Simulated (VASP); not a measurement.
# GaP (F-43m) in VASP: notebook

Runs on GaP. Level: PBE. Tasks: single point.

Everything below comes from runs of VASP 6.6.1. Logs are shortened: lines on timing, memory, paths and dates and some standing lists are left out, and cuts for length are marked.

## (1) The cell of the first run

Symmetry: F-43m, No. 216, cubic system. Conventional cell: a = 5.432 Å, b = 5.432 Å, c = 5.432 Å, α = 90.00°, β = 90.00°, γ = 90.00°. Ga (site symmetry -43m) has 4 P at 2.35 Å within 3.1 Å. P (site symmetry -43m) has 4 Ga at 2.35 Å within 3.1 Å.

## (2) Single point, PBE (volume scaled by 0.99)

The input, INCAR:

```
ALGO = Normal
EDIFF = 1E-6
ENCUT = 520
GGA = PE
ISIF = 2
ISMEAR = -1
LASPH = T
LCHARG = T
LELF = T
LREAL = F
LVHAR = T
LWAVE = F
NBANDS = 16
NELM = 100
PREC = Accurate
SIGMA = 0.05
```

The input, KPOINTS:

```
k-points
0
Gamma
  10 10 10
```

The input, POSCAR:

```
GaP
1.0
    0.0000000000      2.7161353834      2.7161353834
    2.7161353834      0.0000000000      2.7161353834
    2.7161353834      2.7161353834      0.0000000000
Ga P
1 1
Direct
    0.0000000000      0.0000000000      0.0000000000
    0.7500000000      0.7500000000      0.7500000000
```

Potentials or basis: VASP PAW PBE potentials, release 64 (Ga_d, P).

Started as:

```sh
cat potpaw_PBE.64/Ga_d/POTCAR potpaw_PBE.64/P/POTCAR > POTCAR
mpirun -np 1 vasp_std > vasp.out
```

OUTCAR:

```text
EDIFF = 1E-6
   ENCUT = 520
   GGA = PE
   ISIF = 2
   ISMEAR = -1
   LASPH = T
   LREAL = F
   NELM = 100
   PREC = Accurate

 ion  position               nearest neighbor table
   1  0.000  0.000  0.000-   2 2.35   2 2.35   2 2.35   2 2.35
   2  0.750  0.750  0.750-   1 2.35   1 2.35   1 2.35   1 2.35

  LATTYP: Found a face centered cubic cell.
 ALAT       =     5.4322707668

  Lattice vectors:

 A1 = (   0.0000000000,   2.7161353834,   2.7161353834)
 A2 = (   2.7161353834,   0.0000000000,   2.7161353834)
 A3 = (   2.7161353834,   2.7161353834,   0.0000000000)

Analysis of symmetry for initial positions (statically):
=====================================================================
 Subroutine PRICEL returns:
 Original cell was already a primitive cell.

 Routine SETGRP: Setting up the symmetry group for a
 face centered cubic supercell.

 Subroutine GETGRP returns: Found 24 space group operations
 (whereof 24 operations were pure point group operations)
 out of a pool of 48 trial point group operations.

The static configuration has the point symmetry T_d .

Analysis of symmetry for dynamics (positions and initial velocities):
=====================================================================
 Subroutine PRICEL returns:
 Original cell was already a primitive cell.

 Routine SETGRP: Setting up the symmetry group for a
 face centered cubic supercell.

 Subroutine GETGRP returns: Found 24 space group operations
 (whereof 24 operations were pure point group operations)
 out of a pool of 48 trial point group operations.

The dynamic configuration has the point symmetry T_d .

 Subroutine INISYM returns: Found 24 space group operations
 (whereof 24 operations are pure point group operations),
 and found     1 'primitive' translations

----------------------------------------------------------------------------------------

                                     Primitive cell

  volume of cell :      40.0760

  direct lattice vectors                    reciprocal lattice vectors
     0.000000000  2.716135383  2.716135383    -0.184085080  0.184085080  0.184085080
     2.716135383  0.000000000  2.716135383     0.184085080 -0.184085080  0.184085080
     2.716135383  2.716135383  0.000000000     0.184085080  0.184085080 -0.184085080

  length of vectors
     3.841195496  3.841195496  3.841195496     0.318844712  0.318844712  0.318844712

  position of ions in fractional coordinates (direct lattice)
     0.000000000  0.000000000  0.000000000
     0.750000000  0.750000000  0.750000000

  ion indices of the primitive-cell ions
   primitive index   ion index
                 1           1
                 2           2

----------------------------------------------------------------------------------------

 KPOINTS: k-points

Automatic generation of k-mesh.
 Grid dimensions read from file:
 generate k-points for:   10   10   10

 Generating k-lattice:

  Cartesian coordinates                     Fractional coordinates (reciprocal lattice)
    -0.018408508  0.018408508  0.018408508     0.100000000  0.000000000  0.000000000
     0.018408508 -0.018408508  0.018408508     0.000000000  0.100000000  0.000000000
     0.018408508  0.018408508 -0.018408508     0.000000000  0.000000000  0.100000000

  Length of vectors
     0.031884471  0.031884471  0.031884471

  Shift w.r.t. Gamma in fractional coordinates (k-lattice)
     0.000000000  0.000000000  0.000000000

 Subroutine IBZKPT returns following result:
 ===========================================

 Found     47 irreducible k-points:

 Following reciprocal coordinates:
            Coordinates               Weight
  0.000000  0.000000  0.000000      1.000000
  0.100000  0.000000  0.000000      8.000000
  0.200000  0.000000  0.000000      8.000000
  0.300000  0.000000  0.000000      8.000000
  0.400000  0.000000  0.000000      8.000000
  0.500000  0.000000  0.000000      4.000000
[... 16 lines left out ...]
  0.300000  0.300000  0.000000      6.000000
  0.400000  0.300000  0.000000     24.000000
 [... further k-points ...]
   k-points           NKPTS =     47   k-points in BZ     NKDIM =     47   number of bands    NBANDS=     16
   number of dos      NEDOS =    301   number of ions     NIONS =      2
   total plane-waves  NPLWV =  27000
   dimension x,y,z NGX =    30 NGY =   30 NGZ =   30
   dimension x,y,z NGXF=    60 NGYF=   60 NGZF=   60
   ions per type =               1   1
   NGX,Y,Z   is equivalent  to a cutoff of  12.98, 12.98, 12.98 a.u.
   NGXF,Y,Z  is equivalent  to a cutoff of  25.97, 25.97, 25.97 a.u.
 SYSTEM =  unknown system
   PREC   = accura    normal or accurate (medium, high low for compatibility)
   ISTART =      0    job   : 0-new  1-cont  2-samecut
   ICHARG =      2    charge: 1-file 2-atom 10-const
   ISPIN  =      1    spin polarized calculation?
   LNONCOLLINEAR =      F non collinear calculations
   LSORBIT =      F    spin-orbit coupling
   LASPH  =      T    aspherical Exc in radial PAW
   ENCUT  =  520.0 eV  38.22 Ry    6.18 a.u.   7.14  7.14  7.14*2*pi/ulx,y,z
   NELM   =    100;   NELMIN=  2; NELMDL= -5     # of ELM steps
   EDIFF  = 0.1E-05   stopping-criterion for ELM
   LREAL  =      F    real-space projection
   EDIFFG = 0.1E-04   stopping-criterion for IOM
   NSW    =      0    number of steps for IOM
   IBRION =     -1    ionic relax: 0-MD 1-quasi-New 2-CG
   NFREE  =      0    steps in history (QN), initial steepest desc. (CG)
   ISIF   =      2    stress and relaxation
   ISYM   =      2    0-nonsym 1-usesym 2-fastsym
   POTIM  = 0.5000    time-step for ionic-motion
   TEBEG  =    0.0;   TEEND  =   0.0 temperature during run
   PSTRESS=    0.0 pullay stress
   NELECT =      18.0000    total number of electrons
   NUPDOWN=      -1.0000    fix difference up-down
   EMIN   =  10.00;   EMAX   =-10.00  energy-range for DOS
   EFERMI =   0.00;   METHOD = LEGACY
   ISMEAR =    -1;   SIGMA  =   0.05  broadening in eV -4-tet -1-fermi 0-gaus
   EFERMI_NEDOS =   21; number of points for ismear=-14 and -15
   IALGO  =     38    algorithm
   IMIX   =      4    mixing-type and parameters
     AMIX     =   0.40;   BMIX     =  1.00
     AMIX_MAG =   1.60;   BMIX_MAG =  1.00
  volume/ion in A,a.u.               =      20.04       135.22
  Fermi-wavevector in a.u.,A,eV,Ry     =   1.253731  2.369207 21.386190  1.571841
  Thomas-Fermi vector in A             =   2.387569
   LORBIT       =      0    0 simple, 1 ext, 2 COOP (PROOUT), +10 PAW based schemes
   GGA     = PE    functional components
   LHFCALC =     F    Hartree Fock is set to
   AEXX    =    0.0000 exact exchange contribution
   IVDW    =     0    specifies the selected vdW correction
   LEPSILON=     F    determine dielectric tensor
   LRPA    =     F    only Hartree local field effects (RPA)
 non-spin polarized calculation
  energy-cutoff  :      520.00
  volume of cell :       40.08
 maximum number of plane-waves:      1106
 NGX is ok and might be reduce to    30
   NGX = 15   NGY = 15   NGZ = 15

 number of electron      17.9999987 magnetization

 Free energy of the ion-electron system (eV)
  ---------------------------------------------------
  ext. energy  EPLUGINS =         0.00000000
  ---------------------------------------------------
  free energy    TOTEN  =        -9.11070005 eV

  energy without entropy =       -9.11070005  energy(sigma->0) =       -9.11070005

 E-fermi :   5.5311     XC(G=0):  -9.8794

 val. band max:        4.7542012546   @ k =   0.0000   0.0000   0.0000
 cond. band min:       6.3421865127   @ k =   0.4000   0.4000   0.0000
 fundamental gap:      1.5879852581
 Fermi energy:         5.5310983485

 k-point     1 :       0.0000    0.0000    0.0000
  band No.  band energies     occupation
      1      -9.8125      2.00000
      2      -9.8125      2.00000
      3      -9.8125      2.00000
      4      -9.7096      2.00000
      5      -9.7096      2.00000
      6      -7.8134      2.00000
[... 8 lines left out ...]
     15      14.5562      0.00000
     16      14.5562      0.00000

 k-point     2 :       0.1000    0.0000    0.0000
  band No.  band energies     occupation
      1      -9.8220      2.00000
      2      -9.8093      2.00000
      3      -9.8093      2.00000
      4      -9.7097      2.00000
      5      -9.7097      2.00000
      6      -7.6814      2.00000
[... 8 lines left out ...]
     15      14.0844      0.00000
     16      14.2294      0.00000

 k-point     3 :       0.2000    0.0000    0.0000
  band No.  band energies     occupation
      1      -9.8452      2.00000
      2      -9.8015      2.00000
      3      -9.8015      2.00000
      4      -9.7092      2.00000
      5      -9.7092      2.00000
      6      -7.2991      2.00000
[... 8 lines left out ...]
     15      13.6603      0.00000
     16      14.8974      0.00000

 k-point     4 :       0.3000    0.0000    0.0000
  band No.  band energies     occupation
      1      -9.8711      2.00000
      2      -9.7935      2.00000
      3      -9.7935      2.00000
      4      -9.7069      2.00000
      5      -9.7069      2.00000
      6      -6.7138      2.00000
[... 8 lines left out ...]
     15      14.0766      0.00000
     16      14.5215      0.00000

 k-point     5 :       0.4000    0.0000    0.0000
  band No.  band energies     occupation
      1      -9.8905      2.00000
      2      -9.7884      2.00000
      3      -9.7884      2.00000
      4      -9.7036      2.00000
      5      -9.7036      2.00000
      6      -6.0587      2.00000
[... 8 lines left out ...]
     15      15.3191      0.00000
     16      15.3191      0.00000

 k-point     6 :       0.5000    0.0000    0.0000
  band No.  band energies     occupation
      1      -9.8976      2.00000
      2      -9.7869      2.00000
      3      -9.7869      2.00000
      4      -9.7019      2.00000
      5      -9.7019      2.00000
      6      -5.7142      2.00000
[... 8 lines left out ...]
     15      16.4743      0.00000
     16      16.4743      0.00000
[... 267 lines left out ...]
 k-point    21 :      -0.3000    0.2000    0.0000
  band No.  band energies     occupation
      1      -9.8923      2.00000
      2      -9.7830      2.00000
      3      -9.7787      2.00000
      4      -9.7100      2.00000
      5      -9.7072      2.00000
      6      -5.8905      2.00000
[... 8 lines left out ...]
     15      15.8064      0.00000
     16      17.6209      0.00000

 k-point    22 :      -0.2000    0.2000    0.0000
  band No.  band energies     occupation
      1      -9.8770      2.00000
      2      -9.7882      2.00000
      3      -9.7872      2.00000
      4      -9.7132      2.00000
      5      -9.7053      2.00000
      6      -6.5142      2.00000
[... 8 lines left out ...]
     15      16.1268      0.00000
     16      16.8942      0.00000

 k-point    23 :       0.3000    0.3000    0.0000
  band No.  band energies     occupation
      1      -9.8997      2.00000
      2      -9.7691      2.00000
      3      -9.7691      2.00000
      4      -9.7325      2.00000
      5      -9.6949      2.00000
      6      -6.3353      2.00000
[... 8 lines left out ...]
     15      15.8994      0.00000
     16      18.6414      0.00000

 k-point    24 :       0.4000    0.3000    0.0000
  band No.  band energies     occupation
      1      -9.9121      2.00000
      2      -9.7632      2.00000
      3      -9.7609      2.00000
      4      -9.7352      2.00000
      5      -9.6926      2.00000
      6      -5.8078      2.00000
[... 8 lines left out ...]
     15      16.5618      0.00000
     16      18.6066      0.00000

 [... further k-points ...]
[... 5 lines left out ...]
  --------------------------------------------------------------------------------------
  -------------------------------------------------------------------------------------
  Total        0.8303882      0.8303882      0.8303882      0.0000000      0.0000000      0.0000000
  in kB       33.1976640     33.1976640     33.1976640      0.0000000      0.0000000      0.0000000
  external PRESSURE =      33.1976640 kB  Pullay stress =       0.0000000 kB

 VOLUME and BASIS-vectors are now :
 -----------------------------------------------------------------------------
  energy-cutoff  :      520.00
  volume of cell :       40.08
      direct lattice vectors                 reciprocal lattice vectors
     0.000000000  2.716135383  2.716135383    -0.184085080  0.184085080  0.184085080
     2.716135383  0.000000000  2.716135383     0.184085080 -0.184085080  0.184085080
     2.716135383  2.716135383  0.000000000     0.184085080  0.184085080 -0.184085080

 POSITION                                       TOTAL-FORCE (eV/Angst)
 -----------------------------------------------------------------------------------
      0.00000      0.00000      0.00000         0.000000      0.000000      0.000000
      4.07420      4.07420      4.07420        -0.000000     -0.000000     -0.000000
 -----------------------------------------------------------------------------------
    total drift:                               -0.000001     -0.000001     -0.000001

  FREE ENERGIE OF THE ION-ELECTRON SYSTEM (eV)
  ---------------------------------------------------
  free  energy   TOTEN  =        -9.1107000515 eV

  energy  without entropy=       -9.1107000489  energy(sigma->0) =       -9.11070005
```

Wall time 14 s (1 thread of Intel Xeon 6975P-C (Granite Rapids), shared host); peak memory 0.17 GiB.

What came out:

| Item | Value |
| --- | --- |
| Free energy | -9.1107 eV |
| Pressure | 3.3 GPa |
| Band gap on the k mesh | 1.59 eV, indirect (least direct gap 1.91 eV) |

(Part 1 of 2 ends here.)
